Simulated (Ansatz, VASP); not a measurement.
**LiNbO3: VASP beside Ansatz**

```
CELL_PARAMETERS angstrom
2.56890 1.48316 4.49957
-2.56890 1.48316 4.49957
0.00000 -2.96631 4.49957
ATOMIC_POSITIONS crystal
Li 0.75000 0.75000 0.75000
Li 0.25000 0.25000 0.25000
Nb 0.50000 0.50000 0.50000
Nb 0.00000 0.00000 0.00000
O 0.62152 0.87848 0.25000
O 0.25000 0.62152 0.87848
O 0.87848 0.25000 0.62152
O 0.75000 0.37848 0.12152
O 0.37848 0.12152 0.75000
O 0.12152 0.75000 0.37848
```

Alike in both runs: task electric field gradients; functional PBEsol; k mesh 7 × 7 × 7; occupations fermi-dirac, width 0.02 eV; no spin polarisation.

|  | VASP | Ansatz |
| --- | --- | --- |
| version | VASP 6.6.1 | Ansatz 0.2.0 |
| potentials or method | VASP PAW PBE potentials, release 64 (Li_sv, Nb_sv, O) | plane-wave PAW, scalar-relativistic |
| plane-wave cutoff (eV) | 520 | 420 |
| valence electrons in the cell | 68 | 68 |

```csv
,VASP,Ansatz,Ansatz less VASP
gap on the k mesh at the Fermi level (eV),2.61,2.62,+0.013
rms of the force components (eV/Å),0.089,0.074,-0.0148
size of Vzz on the site where it differs most (V/Å²),3.7,2.1,-1.55
```

VASP's potentials were made for PBE, not for PBEsol. Atom by atom the forces differ by 0.015 eV/Å (rms over components).

Noted on VASP's run: the cutoff is under 1.25 times that of the potentials, so the pressure is a little rough.
